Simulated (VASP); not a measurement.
Write the native input for VASP 6.6.1 that does the following.

```yaml
Task: single point
Functional: PBE
Potentials_or_basis: VASP PAW PBE potentials, release 64 (Mg, S)
Cutoff: 520 eV
k_mesh: 8 × 8 × 8
Occupations: fermi-dirac, width 0.01 eV
Spin: no spin polarisation
Dipole_correction: no
Further_INCAR_settings: ALGO = Normal; EDIFF = 1e-06; NBANDS = 11
```

The structure of MgS lies in POSCAR:

```
MgS
1.0
    0.0000000000      2.5485401997      2.5485401997
    2.5485401997      0.0000000000      2.5485401997
    2.5485401997      2.5485401997      0.0000000000
Mg S
1 1
Direct
    0.0000000000      0.0000000000      0.0000000000
    0.5000000000      0.5000000000      0.5000000000
```

This cell differs from its parent crystal: volume scaled by 0.94.

One way to write it, as run:

INCAR

```
SYSTEM = MgS
PREC = Accurate
ENCUT = 520
EDIFF = 1E-6
ISMEAR = -1
SIGMA = 0.01
LREAL = .False.
LASPH = .True.
NELM = 60
ALGO = Normal
ISIF = 2
LWAVE = .False.
LCHARG = .False.
GGA = PE
NBANDS = 11
```

KPOINTS

```
regular mesh
0
Gamma
  8 8 8
  0 0 0
```

Potentials or basis: VASP PAW PBE potentials, release 64 (Mg, S).

Launch:

```console
$ cat potpaw_PBE.64/Mg/POTCAR potpaw_PBE.64/S/POTCAR > POTCAR
$ mpirun -np 1 vasp_std > vasp.out
```

It gave:

```
Pressure               : 6.4 GPa
Band gap on the k mesh : 2.91 eV, indirect (least direct gap 4.22 eV)
```

Run time: 5.2 s on 1 thread of Intel(R) Xeon(R) 6975P-C (Granite Rapids) (shared host), peak memory 0.15 GiB.
